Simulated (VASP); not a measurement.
Write the native input for VASP 6.6.1 that does the following.

```yaml
Task: single point
Functional: PBEsol
Potentials_or_basis: VASP PAW PBE potentials, release 64 (Ni_sv_GW, O)
Cutoff: 700 eV
k_mesh: 12 × 12 × 6
Occupations: gaussian, width 0.05 eV
Spin: no spin polarisation
Dipole_correction: no
Further_INCAR_settings: ALGO = Normal; EDIFF = 1e-06; NBANDS = 22
```

The structure of NiO2 lies in POSCAR:

```
NiO2
1.0
    2.7839850047      0.0000000000      0.0000000000
   -1.3919925024      2.4110017378      0.0000000000
    0.0000000000      0.0000000000      4.9726140668
Ni O
1 2
Direct
    0.0000000000      0.0000000000      0.5000000000
    0.6666666667      0.3333333333      0.6625222406
    0.3333333333      0.6666666667      0.3374777594
```

This cell differs from its parent crystal: atoms shifted along a free coordinate, c/a of the conventional cell at fixed volume 1.7861.

The input as run:

INCAR

```
SYSTEM = NiO2
PREC = Accurate
ENCUT = 700
EDIFF = 1E-6
ISMEAR = 0
SIGMA = 0.05
LREAL = .False.
LASPH = .True.
NELM = 120
ALGO = Normal
ISIF = 2
LWAVE = .False.
LCHARG = .False.
GGA = PS
NBANDS = 22
GGA_COMPAT = .False.
```

KPOINTS

```
Automatic mesh
0
Gamma
  12 12 6
  0 0 0
```

Potentials or basis: VASP PAW PBE potentials, release 64 (Ni_sv_GW, O).

Launch:

```sh
$ cat potpaw_PBE.64/Ni_sv_GW/POTCAR potpaw_PBE.64/O/POTCAR > POTCAR
$ mpirun -np 1 vasp_std > vasp.out
```

Results of the run:

```yaml
Pressure: 19.4 GPa
Largest_force: 2.715 eV/Å
Band_gap_on_the_k_mesh: 1.04 eV (least direct gap 1.55 eV)
```

Caveat: the cell stands under pressure; the PAW data sets were made with another functional, which shifts forces and pressure a little; the run has no spin polarisation, though such a crystal can be magnetic.

Wall time 2.8 min on 1 thread of AMD EPYC 7R13 Processor (Zen 3), with other jobs on the host, peak memory 0.25 GiB.
